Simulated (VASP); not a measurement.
Wanted: the native input for a VASP 6.6.1 run.

```yaml
Task: single point
Functional: BLYP
Dispersion: D3(BJ)
Potentials_or_basis: VASP PAW PBE potentials, release 64 (Cu)
Cutoff: 600 eV
k_mesh: 13 × 13 × 13
Occupations: fermi-dirac, width 0.05 eV
Spin: no spin polarisation
Dipole_correction: no
Further_INCAR_settings: ALGO = Normal; EDIFF = 1e-06; NBANDS = 12
```

The structure of Cu lies in POSCAR:

```
Cu
1.0
    0.0000000000      1.7706018915      1.7706018915
    1.7706018915      0.0000000000      1.7706018915
    1.7706018915      1.7706018915      0.0000000000
Cu
1
Direct
    0.0000000000      0.0000000000      0.0000000000
```

These files were run (other wordings do the same):

INCAR

```
AGGAC = 1.0 ; AGGAX = 1.0
ALDAC = 0.0 ; ALDAX = 1.0
ALGO = Normal ; EDIFF = 1E-6
ENCUT = 600 ; GGA = B5
GGA_COMPAT = False ; ISIF = 2
ISMEAR = -1 ; IVDW = 12
LASPH = True ; LCHARG = False
LREAL = False ; LWAVE = False
NBANDS = 12 ; NELM = 120
PREC = Accurate ; SIGMA = 0.05
VDW_A1 = 0.4298 ; VDW_A2 = 4.2359
VDW_S6 = 1.0 ; VDW_S8 = 2.6996
```

KPOINTS

```
k-points
0
Gamma
  13 13 13
```

Potentials or basis: VASP PAW PBE potentials, release 64 (Cu).

Command:

```sh
$ cat potpaw_PBE.64/Cu/POTCAR > POTCAR
$ mpirun -np 1 vasp_std > vasp.out
```

It gave:

```
Pressure                   : 0.9 GPa
Band gap on the k mesh     : zero (an odd number of electrons rules out a gap without spin polarisation)
Dispersion energy per atom : -1.407 eV
```

Caveat: the PAW data sets were made with another functional, which shifts forces and pressure a little.

Wall time 9.5 s on 1 thread of AMD EPYC 9R45 96-Core Processor (Zen 5), on a shared host, peak memory 0.11 GiB.
